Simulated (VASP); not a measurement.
# BaTiO3 (P4mm) in VASP: further runs

The runs below take BaTiO3 through single point, with PBE.

All numbers are computed with VASP 6.6.1; they aren't measurements. Logs are shortened: lines on timing, memory, paths and dates and some standing lists are left out, and cuts for length are marked.

## Step 1: The cell of the first run

The structure is tetragonal, space group P4mm (No. 99). Conventional cell: a = 4.051 Å, b = 4.051 Å, c = 4.013 Å, α = 90.00°, β = 90.00°, γ = 90.00°. Within 3.7 Å of Ba (site symmetry 4mm) lie 12 O at 2.81 to 2.90 Å and 8 Ti at 3.46 to 3.53 Å. Within 2.4 Å of Ti (site symmetry 4mm) lie 6 O at 1.83 to 2.18 Å. O (site symmetry 2mm) has 2 Ti at 2.03 Å within 2.7 Å. O (site symmetry 4mm) has 2 Ti at 1.83 to 2.18 Å within 2.4 Å.

## Step 2: Single point, PBE (epitaxial xy strain +2.0%)

INCAR

```
SYSTEM = BaTiO3
PREC = Accurate
ENCUT = 520
EDIFF = 1E-6
ISMEAR = -1
SIGMA = 0.02
LREAL = .False.
LASPH = .True.
NELM = 100
ALGO = Normal
ISIF = 2
LWAVE = .False.
LCHARG = .True.
GGA = PE
LELF = .True.
LVHAR = .True.
NBANDS = 28
```

KPOINTS

```
Automatic mesh
0
Gamma
  6 6 6
  0 0 0
```

POSCAR

```
BaTiO3
1.0
    4.0514814922      0.0000000000      0.0000000000
    0.0000000000      4.0514814922      0.0000000000
    0.0000000000      0.0000000000      4.0125839363
Ba Ti O
1 1 3
Direct
    0.5000000000      0.5000000000      0.5807531748
    0.0000000000      0.0000000000      0.0960831836
    0.0000000000      0.5000000000      0.0652048700
    0.5000000000      0.0000000000      0.0652048700
    0.0000000000      0.0000000000      0.5527508916
```

Potentials or basis: VASP PAW PBE potentials, release 64 (Ba_sv, Ti_sv, O).

Started as:

```console
$ cat potpaw_PBE.64/Ba_sv/POTCAR potpaw_PBE.64/Ti_sv/POTCAR potpaw_PBE.64/O/POTCAR > POTCAR
$ mpirun -np 1 vasp_std > vasp.out
```

OUTCAR:

```text
SYSTEM = BaTiO3
   PREC = Accurate
   ENCUT = 520
   EDIFF = 1E-6
   ISMEAR = -1
   LREAL = .False.
   LASPH = .True.
   NELM = 100
   ISIF = 2
   GGA = PE

 ion  position               nearest neighbor table
   1  0.500  0.500  0.581-   3 2.81   4 2.81   4 2.81   3 2.81   5 2.87   5 2.87   5 2.87   5 2.87
                             3 2.90   4 2.90   3 2.90   4 2.90   2 3.46   2 3.46   2 3.46   2 3.46
   2  0.000  0.000  0.096-   5 1.83   4 2.03   3 2.03   3 2.03   4 2.03   5 2.18   1 3.46   1 3.46
                             1 3.46   1 3.46   1 3.53   1 3.53   1 3.53   1 3.53
   3  0.000  0.500  0.065-   2 2.03   2 2.03   1 2.81   1 2.81   1 2.90   1 2.90
   4  0.500  0.000  0.065-   2 2.03   2 2.03   1 2.81   1 2.81   1 2.90   1 2.90
   5  0.000  0.000  0.553-   2 1.83   2 2.18   1 2.87   1 2.87   1 2.87   1 2.87

  LATTYP: Found a simple tetragonal cell.
 ALAT       =     4.0514814922
 C/A-ratio  =     0.9903991772

  Lattice vectors:

 A1 = (   4.0514814922,   0.0000000000,   0.0000000000)
 A2 = (   0.0000000000,   4.0514814922,   0.0000000000)
 A3 = (   0.0000000000,   0.0000000000,   4.0125839363)

Analysis of symmetry for initial positions (statically):
=====================================================================
 Subroutine PRICEL returns:
 Original cell was already a primitive cell.

 Routine SETGRP: Setting up the symmetry group for a
 simple tetragonal supercell.

 Subroutine GETGRP returns: Found  8 space group operations
 (whereof  8 operations were pure point group operations)
 out of a pool of 16 trial point group operations.

The static configuration has the point symmetry C_4v.

Analysis of symmetry for dynamics (positions and initial velocities):
=====================================================================
 Subroutine PRICEL returns:
 Original cell was already a primitive cell.

 Routine SETGRP: Setting up the symmetry group for a
 simple tetragonal supercell.

 Subroutine GETGRP returns: Found  8 space group operations
 (whereof  8 operations were pure point group operations)
 out of a pool of 16 trial point group operations.

The dynamic configuration has the point symmetry C_4v.

 Subroutine INISYM returns: Found  8 space group operations
 (whereof  8 operations are pure point group operations),
 and found     1 'primitive' translations

----------------------------------------------------------------------------------------

                                     Primitive cell

  volume of cell :      65.8646

  direct lattice vectors                    reciprocal lattice vectors
     4.051481492  0.000000000  0.000000000     0.246823292  0.000000000  0.000000000
     0.000000000  4.051481492  0.000000000     0.000000000  0.246823292  0.000000000
     0.000000000  0.000000000  4.012583936     0.000000000  0.000000000  0.249215971

  length of vectors
     4.051481492  4.051481492  4.012583936     0.246823292  0.246823292  0.249215971

  position of ions in fractional coordinates (direct lattice)
     0.500000000  0.500000000  0.580753175
     0.000000000  0.000000000  0.096083184
     0.000000000  0.500000000  0.065204870
     0.500000000  0.000000000  0.065204870
     0.000000000  0.000000000  0.552750892

  ion indices of the primitive-cell ions
   primitive index   ion index
                 1           1
                 2           2
                 3           3
                 4           4
                 5           5

----------------------------------------------------------------------------------------

 KPOINTS: Automatic mesh

Automatic generation of k-mesh.
 Grid dimensions read from file:
 generate k-points for:    6    6    6

 Generating k-lattice:

  Cartesian coordinates                     Fractional coordinates (reciprocal lattice)
     0.041137215  0.000000000  0.000000000     0.166666667  0.000000000  0.000000000
     0.000000000  0.041137215  0.000000000     0.000000000  0.166666667  0.000000000
     0.000000000  0.000000000  0.041535995     0.000000000  0.000000000  0.166666667

  Length of vectors
     0.041137215  0.041137215  0.041535995

  Shift w.r.t. Gamma in fractional coordinates (k-lattice)
     0.000000000  0.000000000  0.000000000

 Subroutine IBZKPT returns following result:
 ===========================================

 Found     40 irreducible k-points:

 Following reciprocal coordinates:
            Coordinates               Weight
  0.000000  0.000000  0.000000      1.000000
  0.166667  0.000000  0.000000      4.000000
  0.333333  0.000000  0.000000      4.000000
  0.500000  0.000000  0.000000      2.000000
  0.166667  0.166667  0.000000      4.000000
  0.333333  0.166667  0.000000      8.000000
[... 16 lines left out ...]
  0.333333  0.000000  0.333333      8.000000
  0.500000  0.000000  0.333333      4.000000
 [... further k-points ...]
   k-points           NKPTS =     40   k-points in BZ     NKDIM =     40   number of bands    NBANDS=     28
   number of dos      NEDOS =    301   number of ions     NIONS =      5
   total plane-waves  NPLWV =  27000
   dimension x,y,z NGX =    30 NGY =   30 NGZ =   30
   dimension x,y,z NGXF=    60 NGYF=   60 NGZF=   60
   ions per type =               1   1   3
   NGX,Y,Z   is equivalent  to a cutoff of  12.31, 12.31, 12.43 a.u.
   NGXF,Y,Z  is equivalent  to a cutoff of  24.62, 24.62, 24.86 a.u.
 SYSTEM =  BaTiO3
   PREC   = accura    normal or accurate (medium, high low for compatibility)
   ISTART =      0    job   : 0-new  1-cont  2-samecut
   ICHARG =      2    charge: 1-file 2-atom 10-const
   ISPIN  =      1    spin polarized calculation?
   LNONCOLLINEAR =      F non collinear calculations
   LSORBIT =      F    spin-orbit coupling
   LASPH  =      T    aspherical Exc in radial PAW
   ENCUT  =  520.0 eV  38.22 Ry    6.18 a.u.   7.53  7.53  7.46*2*pi/ulx,y,z
   NELM   =    100;   NELMIN=  2; NELMDL= -5     # of ELM steps
   EDIFF  = 0.1E-05   stopping-criterion for ELM
   LREAL  =      F    real-space projection
   EDIFFG = 0.1E-04   stopping-criterion for IOM
   NSW    =      0    number of steps for IOM
   IBRION =     -1    ionic relax: 0-MD 1-quasi-New 2-CG
   NFREE  =      0    steps in history (QN), initial steepest desc. (CG)
   ISIF   =      2    stress and relaxation
   ISYM   =      2    0-nonsym 1-usesym 2-fastsym
   POTIM  = 0.5000    time-step for ionic-motion
   TEBEG  =    0.0;   TEEND  =   0.0 temperature during run
   PSTRESS=    0.0 pullay stress
   NELECT =      40.0000    total number of electrons
   NUPDOWN=      -1.0000    fix difference up-down
   EMIN   =  10.00;   EMAX   =-10.00  energy-range for DOS
   EFERMI =   0.00;   METHOD = LEGACY
   ISMEAR =    -1;   SIGMA  =   0.02  broadening in eV -4-tet -1-fermi 0-gaus
   EFERMI_NEDOS =   21; number of points for ismear=-14 and -15
   IALGO  =     38    algorithm
   IMIX   =      4    mixing-type and parameters
     AMIX     =   0.40;   BMIX     =  1.00
     AMIX_MAG =   1.60;   BMIX_MAG =  1.00
  volume/ion in A,a.u.               =      13.17        88.90
  Fermi-wavevector in a.u.,A,eV,Ry     =   1.386365  2.619850 26.150500  1.922008
  Thomas-Fermi vector in A             =   2.510688
   LORBIT       =      0    0 simple, 1 ext, 2 COOP (PROOUT), +10 PAW based schemes
   GGA     = PE    functional components
   LHFCALC =     F    Hartree Fock is set to
   AEXX    =    0.0000 exact exchange contribution
   IVDW    =     0    specifies the selected vdW correction
   LEPSILON=     F    determine dielectric tensor
   LRPA    =     F    only Hartree local field effects (RPA)
 non-spin polarized calculation
  energy-cutoff  :      520.00
  volume of cell :       65.86
 maximum number of plane-waves:      1795
   NGX = 15   NGY = 15   NGZ = 15

 number of electron      39.9999982 magnetization

 Free energy of the ion-electron system (eV)
  ---------------------------------------------------
  ext. energy  EPLUGINS =         0.00000000
  ---------------------------------------------------
  free energy    TOTEN  =       -40.00064974 eV

  energy without entropy =      -40.00064974  energy(sigma->0) =      -40.00064974

 E-fermi :   4.0599     XC(G=0): -11.1081

 val. band max:        3.6803840021   @ k =   0.5000   0.5000   0.5000
 cond. band min:       5.4340463647   @ k =   0.0000   0.0000   0.0000
 fundamental gap:      1.7536623625
 Fermi energy:         4.0598719935

 k-point     1 :       0.0000    0.0000    0.0000
  band No.  band energies     occupation
      1     -52.9498      2.00000
      2     -29.2280      2.00000
      3     -29.1467      2.00000
      4     -29.1467      2.00000
      5     -21.2721      2.00000
      6     -13.2341      2.00000
[... 20 lines left out ...]
     27       8.6678      0.00000
     28      10.6912      0.00000

 k-point     2 :       0.1667    0.0000    0.0000
  band No.  band energies     occupation
      1     -52.9496      2.00000
      2     -29.2275      2.00000
      3     -29.1577      2.00000
      4     -29.1463      2.00000
      5     -21.2474      2.00000
      6     -13.2664      2.00000
[... 20 lines left out ...]
     27       9.1661      0.00000
     28      11.3233      0.00000

 k-point     3 :       0.3333    0.0000    0.0000
  band No.  band energies     occupation
      1     -52.9492      2.00000
      2     -29.2267      2.00000
      3     -29.1797      2.00000
      4     -29.1454      2.00000
      5     -21.1969      2.00000
      6     -13.3795      2.00000
[... 20 lines left out ...]
     27      10.3247      0.00000
     28      11.8243      0.00000

 k-point     4 :       0.5000    0.0000    0.0000
  band No.  band energies     occupation
      1     -52.9489      2.00000
      2     -29.2263      2.00000
      3     -29.1907      2.00000
      4     -29.1450      2.00000
      5     -21.1713      2.00000
      6     -13.4502      2.00000
[... 20 lines left out ...]
     27      11.0380      0.00000
     28      11.7530      0.00000

 k-point     5 :       0.1667    0.1667    0.0000
  band No.  band energies     occupation
      1     -52.9494      2.00000
      2     -29.2271      2.00000
      3     -29.1575      2.00000
      4     -29.1570      2.00000
      5     -21.2246      2.00000
      6     -13.2630      2.00000
[... 20 lines left out ...]
     27       9.6671      0.00000
     28      11.5830      0.00000

 k-point     6 :       0.3333    0.1667    0.0000
  band No.  band energies     occupation
      1     -52.9489      2.00000
      2     -29.2263      2.00000
      3     -29.1791      2.00000
      4     -29.1563      2.00000
      5     -21.1784      2.00000
      6     -13.3087      2.00000
[... 463 lines left out ...]
      5     -21.1923      2.00000
      6     -13.2284      2.00000
[... 20 lines left out ...]
     27      10.3574      0.00000
     28      11.7329      0.00000

 k-point    22 :       0.1667    0.0000    0.3333
  band No.  band energies     occupation
      1     -52.9488      2.00000
      2     -29.2655      2.00000
      3     -29.1560      2.00000
      4     -29.1448      2.00000
      5     -21.1740      2.00000
      6     -13.1448      2.00000
[... 20 lines left out ...]
     27      10.8360      0.00000
     28      12.0601      0.00000

 k-point    23 :       0.3333    0.0000    0.3333
  band No.  band energies     occupation
      1     -52.9484      2.00000
      2     -29.2642      2.00000
      3     -29.1776      2.00000
      4     -29.1440      2.00000
      5     -21.1368      2.00000
      6     -13.0192      2.00000
[... 20 lines left out ...]
     27      11.8946      0.00000
     28      12.1617      0.00000

 k-point    24 :       0.5000    0.0000    0.3333
  band No.  band energies     occupation
      1     -52.9482      2.00000
      2     -29.2635      2.00000
      3     -29.1883      2.00000
      4     -29.1436      2.00000
      5     -21.1180      2.00000
      6     -12.9990      2.00000
[... 20 lines left out ...]
     27      11.6798      0.00000
     28      12.9728      0.00000

 [... further k-points ...]
[... 5 lines left out ...]
  --------------------------------------------------------------------------------------
  -------------------------------------------------------------------------------------
  Total       -0.2695203     -0.2695203      2.0501648      0.0000000      0.0000000      0.0000000
  in kB       -6.5561710     -6.5561710     49.8709353      0.0000000      0.0000000      0.0000000
  external PRESSURE =      12.2528644 kB  Pullay stress =       0.0000000 kB

 VOLUME and BASIS-vectors are now :
 -----------------------------------------------------------------------------
  energy-cutoff  :      520.00
  volume of cell :       65.86
      direct lattice vectors                 reciprocal lattice vectors
     4.051481492  0.000000000  0.000000000     0.246823292  0.000000000  0.000000000
     0.000000000  4.051481492  0.000000000     0.000000000  0.246823292  0.000000000
     0.000000000  0.000000000  4.012583936     0.000000000  0.000000000  0.249215971

 POSITION                                       TOTAL-FORCE (eV/Angst)
 -----------------------------------------------------------------------------------
      2.02574      2.02574      2.33032         0.000000     -0.000000     -0.013653
      0.00000      0.00000      0.38554        -0.000000      0.000000     -0.122931
      0.00000      2.02574      0.26164         0.000000      0.000000     -0.019401
      2.02574      0.00000      0.26164         0.000000      0.000000     -0.019401
      0.00000      0.00000      2.21796        -0.000000      0.000000      0.175387
 -----------------------------------------------------------------------------------
    total drift:                                0.000000     -0.000000     -0.000509

  FREE ENERGIE OF THE ION-ELECTRON SYSTEM (eV)
  ---------------------------------------------------
  free  energy   TOTEN  =       -40.0006497408 eV

  energy  without entropy=      -40.0006497407  energy(sigma->0) =      -40.00064974
```

Wall time 72 s (1 thread of AMD EPYC 7R13 (Zen 3), shared host); peak memory 0.18 GiB.

Results:

```
Free energy            : -40.0006 eV
Pressure               : 1.2 GPa
Largest force          : 0.175 eV/Å
Band gap on the k mesh : 1.75 eV, indirect (least direct gap 2.11 eV)
```

Forces on the atoms (eV/Å):
```
Ba   0.000  0.000 -0.014
Ti   0.000  0.000 -0.123
O    0.000  0.000 -0.019
O    0.000  0.000 -0.019
O    0.000  0.000  0.175
```

Caveat: the cell differs from its parent crystal (epitaxial xy strain +2.0%); spin-orbit coupling is left out, which moves the levels of the heavy elements. A k mesh can miss the band edges.

## Step 3: Single point, PBE (epitaxial xy strain +3.0%)

INCAR

```
SYSTEM = BaTiO3
ALGO = Normal ; EDIFF = 1E-7
ENCUT = 520 ; GGA = PE
ISIF = 2 ; ISMEAR = -1
LASPH = .TRUE. ; LCHARG = .TRUE.
LELF = .TRUE. ; LREAL = .FALSE.
LVHAR = .TRUE. ; LWAVE = .FALSE.
NBANDS = 28 ; NELM = 60
PREC = Accurate ; SIGMA = 0.02
```

KPOINTS

```
k-points
0
G
  6 6 6
  0 0 0
```

POSCAR

```
BaTiO3
1.0
    4.0912018989      0.0000000000      0.0000000000
    0.0000000000      4.0912018989      0.0000000000
    0.0000000000      0.0000000000      3.9728659414
Ba Ti O
1 1 3
Direct
    0.5000000000      0.5000000000      0.5790667284
    0.0000000000      0.0000000000      0.0930533304
    0.0000000000      0.5000000000      0.0662018466
    0.5000000000      0.0000000000      0.0662018466
    0.0000000000      0.0000000000      0.5554732380
```

Potentials or basis: VASP PAW PBE potentials, release 64 (Ba_sv, Ti_sv, O).

Started as:

```console
$ cat potpaw_PBE.64/Ba_sv/POTCAR potpaw_PBE.64/Ti_sv/POTCAR potpaw_PBE.64/O/POTCAR > POTCAR
$ mpirun -np 1 vasp_std > vasp.out
```

Run time: 72 s. Hardware: 1 thread of AMD EPYC 7R13 (Zen 3), shared host; peak memory 0.19 GiB.

The run converged. Its results:

* Free energy: -39.9686 eV
* Pressure: -0.5 GPa
* Largest force: 0.165 eV/Å
* Band gap on the k mesh: 1.72 eV, indirect (least direct gap 2.03 eV)

Forces in eV/Å, atoms in the order of the input:
```
Ba   0.000  0.000 -0.006
Ti   0.000  0.000 -0.118
O    0.000  0.000 -0.021
O    0.000  0.000 -0.021
O    0.000  0.000  0.165
```

Stress tensor (GPa, compression positive):
```
-3.19  0.00  0.00
 0.00 -3.19  0.00
 0.00  0.00  4.94
```

Levels at points of the mesh, in eV from the valence-band top:
```tsv
k point	band 16	band 17	band 18	band 19	band 20	band 21	band 22	band 23	band 24	band 25
(0.00, 0.00, 0.00)	-1.26	-0.96	-0.32	-0.30	-0.30	1.72	2.06	2.06	3.68	4.08
(0.50, 0.00, 0.00)	-1.79	-1.63	-1.50	-0.94	-0.86	2.16	3.29	3.36	3.95	5.57
(0.50, 0.50, 0.00)	-2.47	-1.78	-1.18	-1.18	-0.10	3.38	3.38	3.69	4.72	7.09
(0.00, 0.00, 0.50)	-2.19	-1.82	-1.80	-0.69	-0.69	1.90	3.65	3.65	3.69	5.88
(0.50, 0.00, 0.50)	-2.50	-1.69	-0.79	-0.78	-0.15	3.31	3.66	3.89	4.49	7.40
(0.50, 0.50, 0.50)	-2.61	-2.19	-0.04	-0.04	0.00	3.92	4.11	4.11	6.30	6.61
```

Caveat: the cell differs from its parent crystal (epitaxial xy strain +3.0%); spin-orbit coupling is left out, which moves the levels of the heavy elements. A k mesh can miss the band edges.

## Step 4: Single point, PBE (epitaxial xy strain +4.0%)

INCAR

```
SYSTEM = BaTiO3
  PREC = Accurate
  ENCUT = 520
  EDIFF = 1E-6
  ISMEAR = -1
  SIGMA = 0.02
  LREAL = .False.
  LASPH = .True.
  NELM = 60
  ALGO = Normal
  ISIF = 2
  LWAVE = .False.
  LCHARG = .False.
  GGA = PE
  NBANDS = 28
```

KPOINTS

```
regular mesh
0
Gamma
  6 6 6
  0 0 0
```

POSCAR

```
BaTiO3
1.0
    4.1309223057      0.0000000000      0.0000000000
    0.0000000000      4.1309223057      0.0000000000
    0.0000000000      0.0000000000      3.9368454512
Ba Ti O
1 1 3
Direct
    0.5000000000      0.5000000000      0.5779064434
    0.0000000000      0.0000000000      0.0900310560
    0.0000000000      0.5000000000      0.0669809355
    0.5000000000      0.0000000000      0.0669809355
    0.0000000000      0.0000000000      0.5580976195
```

Started as:

```console
$ cat potpaw_PBE.64/Ba_sv/POTCAR potpaw_PBE.64/Ti_sv/POTCAR potpaw_PBE.64/O/POTCAR > POTCAR
$ mpirun -np 1 vasp_std > vasp.out
```

It took 70 s on 1 thread of AMD EPYC 7R13 (Zen 3), shared host; peak memory 0.2 GiB.

Results (log left out):

```
Free energy            : -39.9181 eV
Pressure               : -2.1 GPa
Largest force          : 0.148 eV/Å
Band gap on the k mesh : 1.67 eV, indirect (least direct gap 1.93 eV)
```

Forces in eV/Å, atoms in the order of the input:
```
Ba   0.000  0.000 -0.007
Ti   0.000  0.000 -0.107
O    0.000  0.000 -0.017
O    0.000  0.000 -0.017
O    0.000  0.000  0.148
```

Stress tensor (GPa, compression positive):
```
-5.55  0.00  0.00
 0.00 -5.55  0.00
 0.00  0.00  4.93
```

Levels at points of the mesh, in eV from the valence-band top:
| k point | band 16 | band 17 | band 18 | band 19 | band 20 | band 21 | band 22 | band 23 | band 24 | band 25 |
| --- | --- | --- | --- | --- | --- | --- | --- | --- | --- | --- |
| (0.00, 0.00, 0.00) | -1.20 | -0.89 | -0.28 | -0.28 | -0.27 | 1.67 | 1.96 | 1.96 | 3.53 | 3.98 |
| (0.50, 0.00, 0.00) | -1.75 | -1.57 | -1.46 | -0.86 | -0.82 | 2.06 | 3.18 | 3.25 | 3.83 | 5.48 |
| (0.50, 0.50, 0.00) | -2.35 | -1.78 | -1.24 | -1.24 | -0.14 | 3.26 | 3.26 | 3.56 | 4.75 | 6.86 |
| (0.00, 0.00, 0.50) | -2.26 | -1.79 | -1.77 | -0.70 | -0.70 | 1.85 | 3.54 | 3.66 | 3.66 | 5.78 |
| (0.50, 0.00, 0.50) | -2.47 | -1.68 | -0.75 | -0.75 | -0.13 | 3.20 | 3.67 | 3.87 | 4.32 | 7.32 |
| (0.50, 0.50, 0.50) | -2.67 | -2.09 | -0.03 | 0.00 | 0.00 | 3.79 | 4.07 | 4.07 | 6.26 | 6.57 |

Caveat: the cell differs from its parent crystal (epitaxial xy strain +4.0%); spin-orbit coupling is left out, which moves the levels of the heavy elements. A k mesh can miss the band edges.

## Step 5: Overview

| cell | gap on the mesh (eV) | pressure (GPa) | largest force (eV/Å) |
| --- | --- | --- | --- |
| a = 4.051, b = 4.051, c = 4.013 Å, 5 atoms | 1.75 | 1.2 | 0.18 |
| a = 4.091, b = 4.091, c = 3.973 Å, 5 atoms | 1.72 | -0.5 | 0.17 |
| a = 4.131, b = 4.131, c = 3.937 Å, 5 atoms | 1.67 | -2.1 | 0.15 |

Alike in all rows: task single point; level PBE; potentials or basis VASP PAW PBE potentials, release 64 (Ba_sv, Ti_sv, O); no spin polarisation; k mesh 6 × 6 × 6; cutoff (eV) 520; smearing fermi-dirac 0.02 eV.

Caveats: spin-orbit coupling is left out, which moves the levels of the heavy elements.

Absolute energies hang on the potentials; compare differences alone.
